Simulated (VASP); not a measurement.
Sn: single point with LDA

Crystal: Sn.

```
CELL_PARAMETERS angstrom
-1.72654 1.77554 2.33834
1.72654 -1.77554 2.33834
1.72654 1.77554 -2.33834
ATOMIC_POSITIONS crystal
Sn 0.00000 0.00000 0.00000
```

```json
{
 "Program": "VASP 6.6.1",
 "Task": "single point",
 "Functional": "LDA",
 "Potentials or basis": "VASP PAW LDA potentials, release 64 (Sn_d)",
 "Cutoff": "500 eV",
 "k mesh": "11 × 11 × 11",
 "Occupations": "fermi-dirac, width 0.05 eV",
 "Spin": "no spin polarisation",
 "Dipole correction": "no",
 "Further INCAR settings": "ALGO = Normal; EDIFF = 1e-06; NBANDS = 13"
}
```

| Item | Value |
| --- | --- |
| Pressure | -4.8 GPa |
| Band gap on the k mesh | zero (bands 7 and 8 overlap by 8.66 eV) |

Stress tensor (GPa, compression positive):
```
-4.22  0.00  0.00
 0.00 -5.80  0.00
 0.00  0.00 -4.45
```

Levels at points of the mesh, in eV from the Fermi level:
```csv
k point,band 4,band 5,band 6,band 7,band 8,band 9,band 10,band 11
"(0.00, 0.00, 0.00)",-21.39,-21.35,-10.78,6.91,7.06,7.45,10.73,11.20
```

It took 26 s on 1 thread of Intel(R) Xeon(R) 6975P-C (Granite Rapids) (shared host), peak memory 0.19 GiB.

Caveat: the cell stands under tension; spin-orbit coupling is left out, which moves the levels of the heavy elements.
